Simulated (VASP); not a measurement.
A run of VASP 6.6.1 is set up as follows.

Contents of INCAR:

```
  PREC = Accurate
  ENCUT = 520
  EDIFF = 1E-6
  ISMEAR = 0
  SIGMA = 0.02
  LREAL = F
  LASPH = T
  NELM = 80
  ALGO = Normal
  ISIF = 2
  LWAVE = F
  LCHARG = F
  GGA = CA
  IBRION = 2
  NSW = 60
  EDIFFG = -0.008
```

The input KPOINTS:

```
regular mesh
0
Gamma
  8 8 6
```

Contents of POSCAR:

```
AlGaN2
1.0
    3.1152864669      0.0000000000      0.0000000000
    0.0000000000      3.1152864669      0.0000000000
    0.0000000000      0.0000000000      4.1212703887
Al Ga N
1 1 2
Direct
    0.5000000000      0.5000000000      0.5000000000
    0.0000000000      0.0000000000      0.0000000000
    0.5000000000      0.0000000000      0.7392191729
    0.0000000000      0.5000000000      0.2607808271
```

Potentials or basis: VASP PAW LDA potentials, release 64 (Al, Ga_d, N).

Command:

```bash
$ cat potpaw_LDA.64/Al/POTCAR potpaw_LDA.64/Ga_d/POTCAR potpaw_LDA.64/N/POTCAR > POTCAR
$ mpirun -np 1 vasp_std > vasp.out
```

Problem. What does it give for the energy gained by relaxing?

Solution. 0.1 meV/atom.

Problem. What does it give for the band gap on the k mesh?

Solution. 3.44 eV, direct.

Step by step:
| step | energy change (eV) | largest force (eV/Å) | pressure (GPa) |
| --- | --- | --- | --- |
| 1 | 0.0000 | 0.0844 | 15.10 |
| 2 | -0.0002 | 0.0299 | 15.07 |
| 3 | -0.0003 | 0.0000 | 15.10 |

Caveat: the cell differs from its parent crystal (strain along c alone, the other axes held: -6.0 %). A k mesh can miss the band edges.
